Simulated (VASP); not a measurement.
# BN (Qingsongite) (F-43m) in VASP: notebook

Aim: see how the results for BN (Qingsongite) move with the level of theory and the settings. Levels: revPBE+D3(BJ), PBE+D4, PBEsol. Tasks: relaxation of cell and atoms.

Everything below comes from runs of VASP 6.6.1. Logs are shortened: lines on timing, memory, paths and dates and some standing lists are left out, and cuts for length are marked.

### Step 1. The cell of the first run

The structure is cubic, space group F-43m (No. 216). Conventional cell: a = 3.615 Å, b = 3.615 Å, c = 3.615 Å, α = 90.00°, β = 90.00°, γ = 90.00°. Within 2.1 Å of B (site symmetry -43m) lie 4 N at 1.57 Å. Within 2.1 Å of N (site symmetry -43m) lie 4 B at 1.57 Å.

### Step 2. Relaxation of cell and atoms, revPBE+D3(BJ)

Input file INCAR:

```
  PREC = Accurate
  ENCUT = 600
  EDIFF = 1E-7
  ISMEAR = 1
  SIGMA = 0.01
  LREAL = False
  LASPH = True
  NELM = 120
  ALGO = Normal
  ISIF = 3
  LWAVE = False
  LCHARG = False
  GGA = RE
  IVDW = 12
  IBRION = 2
  NSW = 50
  EDIFFG = -0.01
  GGA_COMPAT = False
  NELMIN = 4
```

Input file KPOINTS:

```
Automatic mesh
0
Gamma
  8 8 8
```

Input file POSCAR:

```
BN
1.0
    0.0000000000      1.8075000000      1.8075000000
    1.8075000000      0.0000000000      1.8075000000
    1.8075000000      1.8075000000      0.0000000000
B N
1 1
Direct
    0.0000000000      0.0000000000      0.0000000000
    0.2500000000      0.2500000000      0.2500000000
```

Potentials or basis: VASP PAW PBE potentials, release 64 (B, N).

The run is started by

```sh
$ cat potpaw_PBE.64/B/POTCAR potpaw_PBE.64/N/POTCAR > POTCAR
$ mpirun -np 1 vasp_std > vasp.out
```

OUTCAR:

```text
PREC = Accurate
   ENCUT = 600
   EDIFF = 1E-7
   ISMEAR = 1
   LREAL = False
   LASPH = True
   NELM = 120
   ISIF = 3
   GGA = RE
   IVDW = 12
   IBRION = 2
   NSW = 50
   EDIFFG = -0.01
   NELMIN = 4
 IVDW          = 12

 ion  position               nearest neighbor table
   1  0.000  0.000  0.000-   2 1.57   2 1.57   2 1.57   2 1.57
   2  0.250  0.250  0.250-   1 1.57   1 1.57   1 1.57   1 1.57

  LATTYP: Found a face centered cubic cell.
 ALAT       =     3.6150000000

  Lattice vectors:

 A1 = (   0.0000000000,   1.8075000000,   1.8075000000)
 A2 = (   1.8075000000,   0.0000000000,   1.8075000000)
 A3 = (   1.8075000000,   1.8075000000,   0.0000000000)

Analysis of symmetry for initial positions (statically):
=====================================================================
 Subroutine PRICEL returns:
 Original cell was already a primitive cell.

 Routine SETGRP: Setting up the symmetry group for a
 face centered cubic supercell.

 Subroutine GETGRP returns: Found 24 space group operations
 (whereof 24 operations were pure point group operations)
 out of a pool of 48 trial point group operations.

The static configuration has the point symmetry T_d .

Analysis of symmetry for dynamics (positions and initial velocities):
=====================================================================
 Subroutine PRICEL returns:
 Original cell was already a primitive cell.

 Routine SETGRP: Setting up the symmetry group for a
 face centered cubic supercell.

 Subroutine GETGRP returns: Found 24 space group operations
 (whereof 24 operations were pure point group operations)
 out of a pool of 48 trial point group operations.

The dynamic configuration has the point symmetry T_d .

 Subroutine INISYM returns: Found 24 space group operations
 (whereof 24 operations are pure point group operations),
 and found     1 'primitive' translations

----------------------------------------------------------------------------------------

                                     Primitive cell

  volume of cell :      11.8104

  direct lattice vectors                    reciprocal lattice vectors
     0.000000000  1.807500000  1.807500000    -0.276625173  0.276625173  0.276625173
     1.807500000  0.000000000  1.807500000     0.276625173 -0.276625173  0.276625173
     1.807500000  1.807500000  0.000000000     0.276625173  0.276625173 -0.276625173

  length of vectors
     2.556191014  2.556191014  2.556191014     0.479128854  0.479128854  0.479128854

  position of ions in fractional coordinates (direct lattice)
     0.000000000  0.000000000  0.000000000
     0.250000000  0.250000000  0.250000000

  ion indices of the primitive-cell ions
   primitive index   ion index
                 1           1
                 2           2

----------------------------------------------------------------------------------------

 KPOINTS: Automatic mesh

Automatic generation of k-mesh.
 Grid dimensions read from file:
 generate k-points for:    8    8    8

 Generating k-lattice:

  Cartesian coordinates                     Fractional coordinates (reciprocal lattice)
    -0.034578147  0.034578147  0.034578147     0.125000000  0.000000000  0.000000000
     0.034578147 -0.034578147  0.034578147     0.000000000  0.125000000  0.000000000
     0.034578147  0.034578147 -0.034578147     0.000000000  0.000000000  0.125000000

  Length of vectors
     0.059891107  0.059891107  0.059891107

  Shift w.r.t. Gamma in fractional coordinates (k-lattice)
     0.000000000  0.000000000  0.000000000

 Subroutine IBZKPT returns following result:
 ===========================================

 Found     29 irreducible k-points:

 Following reciprocal coordinates:
            Coordinates               Weight
  0.000000  0.000000  0.000000      1.000000
  0.125000  0.000000  0.000000      8.000000
  0.250000  0.000000  0.000000      8.000000
  0.375000  0.000000  0.000000      8.000000
  0.500000  0.000000  0.000000      4.000000
  0.125000  0.125000  0.000000      6.000000
[... 16 lines left out ...]
  0.500000  0.250000  0.125000     48.000000
 -0.375000  0.250000  0.125000     24.000000
 [... further k-points ...]
   k-points           NKPTS =     29   k-points in BZ     NKDIM =     29   number of bands    NBANDS=      8
   number of dos      NEDOS =    301   number of ions     NIONS =      2
   total plane-waves  NPLWV =   8000
   dimension x,y,z NGX =    20 NGY =   20 NGZ =   20
   dimension x,y,z NGXF=    40 NGYF=   40 NGZF=   40
   ions per type =               1   1
   NGX,Y,Z   is equivalent  to a cutoff of  13.01, 13.01, 13.01 a.u.
   NGXF,Y,Z  is equivalent  to a cutoff of  26.01, 26.01, 26.01 a.u.
 SYSTEM =  unknown system
   PREC   = accura    normal or accurate (medium, high low for compatibility)
   ISTART =      0    job   : 0-new  1-cont  2-samecut
   ICHARG =      2    charge: 1-file 2-atom 10-const
   ISPIN  =      1    spin polarized calculation?
   LNONCOLLINEAR =      F non collinear calculations
   LSORBIT =      F    spin-orbit coupling
   LASPH  =      T    aspherical Exc in radial PAW
   ENCUT  =  600.0 eV  44.10 Ry    6.64 a.u.   5.11  5.11  5.11*2*pi/ulx,y,z
   NELM   =    120;   NELMIN=  4; NELMDL= -5     # of ELM steps
   EDIFF  = 0.1E-06   stopping-criterion for ELM
   LREAL  =      F    real-space projection
   EDIFFG = -.1E-01   stopping-criterion for IOM
   NSW    =     50    number of steps for IOM
   IBRION =      2    ionic relax: 0-MD 1-quasi-New 2-CG
   NFREE  =      1    steps in history (QN), initial steepest desc. (CG)
   ISIF   =      3    stress and relaxation
   ISYM   =      2    0-nonsym 1-usesym 2-fastsym
   POTIM  = 0.5000    time-step for ionic-motion
   TEBEG  =    0.0;   TEEND  =   0.0 temperature during run
   PSTRESS=    0.0 pullay stress
   NELECT =       8.0000    total number of electrons
   NUPDOWN=      -1.0000    fix difference up-down
   EMIN   =  10.00;   EMAX   =-10.00  energy-range for DOS
   EFERMI =   0.00;   METHOD = LEGACY
   ISMEAR =     1;   SIGMA  =   0.01  broadening in eV -4-tet -1-fermi 0-gaus
   EFERMI_NEDOS =   21; number of points for ismear=-14 and -15
   IALGO  =     38    algorithm
   IMIX   =      4    mixing-type and parameters
     AMIX     =   0.40;   BMIX     =  1.00
     AMIX_MAG =   1.60;   BMIX_MAG =  1.00
  volume/ion in A,a.u.               =       5.91        39.85
  Fermi-wavevector in a.u.,A,eV,Ry     =   1.437749  2.716952 28.124920  2.067123
  Thomas-Fermi vector in A             =   2.556793
   LORBIT       =      0    0 simple, 1 ext, 2 COOP (PROOUT), +10 PAW based schemes
   GGA     = RE    functional components
   LHFCALC =     F    Hartree Fock is set to
   AEXX    =    0.0000 exact exchange contribution
   IVDW    =    12    specifies the selected vdW correction
   LEPSILON=     F    determine dielectric tensor
   LRPA    =     F    only Hartree local field effects (RPA)
 conjugate gradient relaxation of ions
 non-spin polarized calculation
 Methfessel and Paxton  Order N= 1 SIGMA  =   0.01
  energy-cutoff  :      600.00
  volume of cell :       11.81
 maximum number of plane-waves:       411
   NGX = 11   NGY = 11   NGZ = 11

--------------------------------------- Ionic step        1  -------------------------------------------

 number of electron       7.9999999 magnetization

 Free energy of the ion-electron system (eV)
  ---------------------------------------------------
  ext. energy  EPLUGINS =         0.00000000
  ---------------------------------------------------
  free energy    TOTEN  =       -16.77023227 eV

  energy without entropy =      -16.77023227  energy(sigma->0) =      -16.77023227

------------------------ aborting loop because EDIFF is reached ----------------------------------------

 Edisp (eV)   -0.86231

 E8    (eV) :    -0.5065

  FORCE on cell =-STRESS in cart. coord.  units (eV):
  Direction    XX          YY          ZZ          XY          YZ          ZX
  --------------------------------------------------------------------------------------
  -------------------------------------------------------------------------------------
  Total      -0.30121    -0.30121    -0.30121    -0.00000    -0.00000     0.00000
  in kB     -40.86214   -40.86214   -40.86214    -0.00000    -0.00000     0.00000
  external pressure =      -40.86 kB  Pullay stress =        0.00 kB

 VOLUME and BASIS-vectors are now :
 -----------------------------------------------------------------------------
  energy-cutoff  :      600.00
  volume of cell :       11.81
      direct lattice vectors                 reciprocal lattice vectors
     0.000000000  1.807500000  1.807500000    -0.276625173  0.276625173  0.276625173
     1.807500000  0.000000000  1.807500000     0.276625173 -0.276625173  0.276625173
     1.807500000  1.807500000  0.000000000     0.276625173  0.276625173 -0.276625173
[... 41 lines left out ...]
 POSITION                                       TOTAL-FORCE (eV/Angst)
 -----------------------------------------------------------------------------------
      0.00000      0.00000      0.00000        -0.000000     -0.000000     -0.000000
      0.89718      0.89718      0.89718         0.000000      0.000000      0.000000
 -----------------------------------------------------------------------------------
    total drift:                                0.000000      0.000000      0.000000

  FREE ENERGIE OF THE ION-ELECTRON SYSTEM (eV)
  ---------------------------------------------------
  free  energy   TOTEN  =       -17.6324966770 eV

  energy  without entropy=      -17.6324966770  energy(sigma->0) =      -17.63249668

--------------------------------------- Ionic step        3  -------------------------------------------

 number of electron       7.9999999 magnetization

 Free energy of the ion-electron system (eV)
  ---------------------------------------------------
  ext. energy  EPLUGINS =         0.00000000
  ---------------------------------------------------
  free energy    TOTEN  =       -16.76248499 eV

  energy without entropy =      -16.76248499  energy(sigma->0) =      -16.76248499

 E-fermi :   7.6782     XC(G=0): -12.8106

 val. band max:        7.6260930197   @ k =   0.0000   0.0000   0.0000
 cond. band min:      12.1130174136   @ k =   0.5000   0.5000   0.0000
 fundamental gap:      4.4869243938
 Fermi energy:         7.6781965175

 k-point     1 :       0.0000    0.0000    0.0000
  band No.  band energies     occupation
      1     -12.7832      2.00000
      2       7.6261      2.00000
      3       7.6261      2.00000
      4       7.6261      2.00000
      5      16.5425      0.00000
      6      16.5425      0.00000
      7      16.5425      0.00000
      8      18.1452      0.00000

 k-point     2 :       0.1250    0.0000    0.0000
  band No.  band energies     occupation
      1     -12.4010      2.00000
      2       5.7306      2.00000
      3       7.2419      2.00000
      4       7.2419      2.00000
      5      16.9316      0.00000
      6      17.1209      0.00000
      7      17.1209      0.00000
      8      19.3272      0.00000
[... 221 lines left out ...]
 k-point    23 :       0.5000    0.2500    0.1250
  band No.  band energies     occupation
      1      -8.8138      2.00000
      2      -0.6810      2.00000
      3       2.8225      2.00000
      4       4.6461      2.00000
      5      17.1024      0.00000
      6      19.1214      0.00000
      7      21.5337      0.00000
      8      22.4457      0.00000

 k-point    24 :      -0.3750    0.2500    0.1250
  band No.  band energies     occupation
      1      -7.8154      2.00000
      2      -2.1708      2.00000
      3       2.7502      2.00000
      4       4.1378      2.00000
      5      17.2949      0.00000
      6      18.9329      0.00000
      7      22.1826      0.00000
      8      23.6045      0.00000

 [... further k-points ...]

------------------------ aborting loop because EDIFF is reached ----------------------------------------

 Edisp (eV)   -0.87170

 E8    (eV) :    -0.5119

  FORCE on cell =-STRESS in cart. coord.  units (eV):
  Direction    XX          YY          ZZ          XY          YZ          ZX
  --------------------------------------------------------------------------------------
  -------------------------------------------------------------------------------------
  Total       0.00040     0.00040     0.00040    -0.00000    -0.00000     0.00000
  in kB       0.05445     0.05445     0.05445    -0.00000    -0.00000     0.00000
  external pressure =        0.05 kB  Pullay stress =        0.00 kB

 VOLUME and BASIS-vectors are now :
 -----------------------------------------------------------------------------
  energy-cutoff  :      600.00
  volume of cell :       11.68
      direct lattice vectors                 reciprocal lattice vectors
    -0.000000000  1.800947032  1.800947032    -0.277631708  0.277631708  0.277631708
     1.800947032 -0.000000000  1.800947032     0.277631708 -0.277631708  0.277631708
     1.800947032  1.800947032  0.000000000     0.277631708  0.277631708 -0.277631708

 POSITION                                       TOTAL-FORCE (eV/Angst)
 -----------------------------------------------------------------------------------
      0.00000      0.00000      0.00000        -0.000000     -0.000000     -0.000000
      0.90047      0.90047      0.90047         0.000000      0.000000      0.000000
 -----------------------------------------------------------------------------------
    total drift:                                0.000000      0.000000      0.000000

  FREE ENERGIE OF THE ION-ELECTRON SYSTEM (eV)
  ---------------------------------------------------
  free  energy   TOTEN  =       -17.6341886659 eV

  energy  without entropy=      -17.6341886659  energy(sigma->0) =      -17.63418867

 reached required accuracy - stopping structural energy minimisation
```

Run time: 13 s. Hardware: 1 thread of Intel Xeon 8259CL, shared host; peak memory 0.13 GiB.

Results:

| Property | Result |
| --- | --- |
| Free energy | -17.6342 eV |
| Relaxed volume | 5.84 Å³/atom |
| Relaxed cell | a = 2.547 Å, b = 2.547 Å, c = 2.547 Å, α = 60.00°, β = 60.00°, γ = 60.00° |
| Space group after relaxing (to 0.05 Å) | F-43m (No. 216) |
| Energy gained by relaxing | 0.8 meV/atom |
| Ionic steps | 3 |
| Pressure after relaxing | 0.0 GPa |
| Band gap on the k mesh | 4.49 eV, indirect (least direct gap 8.92 eV) |
| Dispersion energy per atom | -0.436 eV |

The path:
| step | energy change (eV) | largest force (eV/Å) | pressure (GPa) | volume (Å³) |
| --- | --- | --- | --- | --- |
| 1 | 0.0000 | 0.0000 | -4.09 | 11.81 |
| 2 | 0.0000 | 0.0000 | 4.30 | 11.55 |
| 3 | -0.0017 | 0.0000 | 0.01 | 11.68 |

Final structure:
```
B N
1.0
     0.00000    1.80095    1.80095
     1.80095    0.00000    1.80095
     1.80095    1.80095    0.00000
B N
1 1
Cartesian
  0.0000 0.0000 0.0000
  0.9005 0.9005 0.9005
```

Levels at points of the mesh, in eV from the valence-band top:
```
           k point  band 2  band 3  band 4  band 5  band 6  band 7
(0.00, 0.00, 0.00)    0.00    0.00    0.00    8.92    8.92    8.92
(0.50, 0.00, 0.00)  -10.80   -1.96   -1.96   10.28   10.80   10.80
(0.50, 0.50, 0.00)   -9.01   -4.96   -4.96    4.49    9.30   18.18
```

Caveat: the PAW data sets were made with another functional, which shifts forces and pressure a little. Expect the measured gap to be larger: semilocal functionals such as revPBE lack the derivative discontinuity.

### Step 3. Relaxation of cell and atoms, PBE+D4

Input file INCAR:

```
  PREC = Accurate
  ENCUT = 600
  EDIFF = 1E-7
  ISMEAR = 1
  SIGMA = 0.01
  LREAL = F
  LASPH = T
  NELM = 120
  ALGO = Normal
  ISIF = 3
  LWAVE = F
  LCHARG = F
  GGA = PE
  IVDW = 13
  IBRION = 2
  NSW = 50
  EDIFFG = -0.01
  GGA_COMPAT = F
  NELMIN = 4
```

Input file KPOINTS:

```
regular mesh
0
Gamma
  8 8 8
```

POSCAR is that of step 2.

Potentials or basis: VASP PAW PBE potentials, release 64 (B, N).

The run is started by

```sh
$ cat potpaw_PBE.64/B/POTCAR potpaw_PBE.64/N/POTCAR > POTCAR
$ mpirun -np 1 vasp_std > vasp.out
```

Wall time 25 s (1 thread of Intel Xeon 8259CL, shared host); peak memory 0.12 GiB.

The run converged. Its results:

```yaml
Free_energy: -17.9304 eV
Relaxed_volume: 5.86 Å³/atom
Relaxed_cell: a = 2.550 Å, b = 2.550 Å, c = 2.550 Å, α = 60.00°, β = 60.00°, γ = 60.00°
Space_group_after_relaxing_to_0.05_Å: F-43m (No. 216)
Energy_gained_by_relaxing: 0.3 meV/atom
Ionic_steps: 3
Pressure_after_relaxing: 0.0 GPa
Band_gap_on_the_k_mesh: 4.47 eV, indirect (least direct gap 8.85 eV)
Dispersion_energy_per_atom: -0.240 eV
```

Step by step:
```csv
step,energy change (eV),largest force (eV/Å),pressure (GPa),volume (Å³)
1,0.0000,0.0000,-2.60,11.81
2,0.0000,0.0000,2.77,11.65
3,-0.0007,0.0000,0.01,11.73
```

Final structure:
```
B N
1.0
     0.00000    1.80338    1.80338
     1.80338    0.00000    1.80338
     1.80338    1.80338    0.00000
B N
1 1
Direct
  0.00000 0.00000 0.00000
  0.25000 0.25000 0.25000
```

Levels at points of the mesh, in eV from the valence-band top:
| k point | band 1 | band 2 | band 3 | band 4 | band 5 | band 6 | band 7 | band 8 |
| --- | --- | --- | --- | --- | --- | --- | --- | --- |
| (0.00, 0.00, 0.00) | -20.31 | 0.00 | 0.00 | 0.00 | 8.85 | 8.85 | 8.85 | 10.46 |
| (0.50, 0.00, 0.00) | -16.06 | -10.75 | -1.95 | -1.95 | 10.24 | 10.74 | 10.74 | 15.33 |
| (0.50, 0.50, 0.00) | -14.68 | -8.96 | -4.94 | -4.94 | 4.47 | 9.27 | 18.02 | 18.02 |

A k mesh can miss the band edges.

### Step 4. Relaxation of cell and atoms, PBEsol

Input file INCAR:

```
SYSTEM = BN
PREC = Accurate ; ENCUT = 600
EDIFF = 1E-7 ; ISMEAR = 1
SIGMA = 0.01 ; LREAL = .FALSE.
LASPH = .TRUE. ; NELM = 120
ALGO = Normal ; ISIF = 3
LWAVE = .FALSE. ; LCHARG = .FALSE.
GGA = PS ; IBRION = 2
NSW = 50 ; EDIFFG = -0.01
GGA_COMPAT = .FALSE. ; NELMIN = 4
```

Input file KPOINTS:

```
regular mesh
0
G
  8 8 8
  0 0 0
```

POSCAR is that of step 3.

The run is started by

```sh
$ cat potpaw_PBE.64/B/POTCAR potpaw_PBE.64/N/POTCAR > POTCAR
$ mpirun -np 1 vasp_std > vasp.out
```

It took 14 s on 1 thread of Intel Xeon 8259CL, shared host; peak memory 0.12 GiB.

It converged, with:

```yaml
Free_energy: -18.3507 eV
Relaxed_volume: 5.86 Å³/atom
Relaxed_cell: a = 2.550 Å, b = 2.550 Å, c = 2.550 Å, α = 60.00°, β = 60.00°, γ = 60.00°
Space_group_after_relaxing_to_0.05_Å: F-43m (No. 216)
Energy_gained_by_relaxing: 0.3 meV/atom
Ionic_steps: 3
Pressure_after_relaxing: 0.0 GPa
Band_gap_on_the_k_mesh: 4.28 eV, indirect (least direct gap 8.79 eV)
```

The path:
| step | energy change (eV) | largest force (eV/Å) | pressure (GPa) | volume (Å³) |
| --- | --- | --- | --- | --- |
| 1 | 0.0000 | 0.0000 | -2.64 | 11.81 |
| 2 | 0.0001 | 0.0000 | 2.82 | 11.64 |
| 3 | -0.0007 | 0.0000 | 0.00 | 11.73 |

Final structure:
```
B N
1.0
     0.00000    1.80334    1.80334
     1.80334    0.00000    1.80334
     1.80334    1.80334    0.00000
B N
1 1
Direct
  0.00000 0.00000 0.00000
  0.25000 0.25000 0.25000
```

Levels at points of the mesh, in eV from the valence-band top:
| k point | band 1 | band 2 | band 3 | band 4 | band 5 | band 6 | band 7 | band 8 |
| --- | --- | --- | --- | --- | --- | --- | --- | --- |
| (0.00, 0.00, 0.00) | -20.33 | 0.00 | 0.00 | 0.00 | 8.79 | 8.79 | 8.79 | 10.38 |
| (0.50, 0.00, 0.00) | -16.03 | -10.84 | -1.96 | -1.96 | 10.18 | 10.66 | 10.66 | 15.15 |
| (0.50, 0.50, 0.00) | -14.64 | -9.01 | -4.97 | -4.97 | 4.28 | 9.13 | 17.98 | 17.98 |

Caveat: the PAW data sets were made with another functional, which shifts forces and pressure a little. A k mesh can miss the band edges.

### Step 5. The runs side by side

| level | gap on the mesh (eV) | pressure (GPa) | relaxed volume (Å³/atom) |
| --- | --- | --- | --- |
| revPBE+D3(BJ) | 4.49 | 0.0 | 5.84 |
| PBE+D4 | 4.47 | 0.0 | 5.86 |
| PBEsol | 4.28 | 0.0 | 5.86 |

Alike in all rows: task relaxation of cell and atoms; potentials or basis VASP PAW PBE potentials, release 64 (B, N); no spin polarisation; cell relaxed; k mesh 8 × 8 × 8; cutoff (eV) 600; smearing methfessel-paxton 0.01 eV.

Caveats: the PAW data sets were made with another functional, which shifts forces and pressure a little (some runs).

Absolute energies hang on the potentials; compare differences alone.
